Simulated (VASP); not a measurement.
Here is a VASP 6.6.1 calculation.

INCAR

```
SYSTEM = As
PREC = Accurate
ENCUT = 600
EDIFF = 1E-8
ISMEAR = -1
SIGMA = 0.05
LREAL = .FALSE.
LASPH = .TRUE.
NELM = 80
ALGO = Normal
ISIF = 3
LWAVE = .FALSE.
LCHARG = .FALSE.
GGA = PS
NBANDS = 12
IBRION = 6
NFREE = 2
POTIM = 0.015
NSW = 1
```

The input KPOINTS:

```
Automatic mesh
0
G
  7 7 7
  0 0 0
```

Contents of POSCAR:

```
As
1.0
    1.8807968987      1.0858785957      3.5140619945
   -1.8807968987      1.0858785957      3.5140619945
    0.0000000000     -2.1717571915      3.5140619945
As
2
Direct
    0.2260000000      0.2260000000      0.2260000000
    0.7740000000      0.7740000000      0.7740000000
```

Potentials or basis: VASP PAW PBE potentials, release 64 (As).

Run with:

```bash
$ cat potpaw_PBE.64/As/POTCAR > POTCAR
$ mpirun -np 1 vasp_std > vasp.out
```

Question: Predict the Voigt bulk modulus.

Answer: 61 GPa.

Question: Estimate the highest phonon frequency at Γ.

Answer: 258 cm⁻¹.

Clamped-ion elastic tensor (GPa):
```
146  67  58 -34   0   0
 67 146  58  34   0   0
 58  58  66   0   0   0
-34  34   0  71   0   0
  0   0   0   0  71 -34
  0   0   0   0 -34  40
```

Caveat: the PAW data sets were made with another functional, which shifts forces and pressure a little.
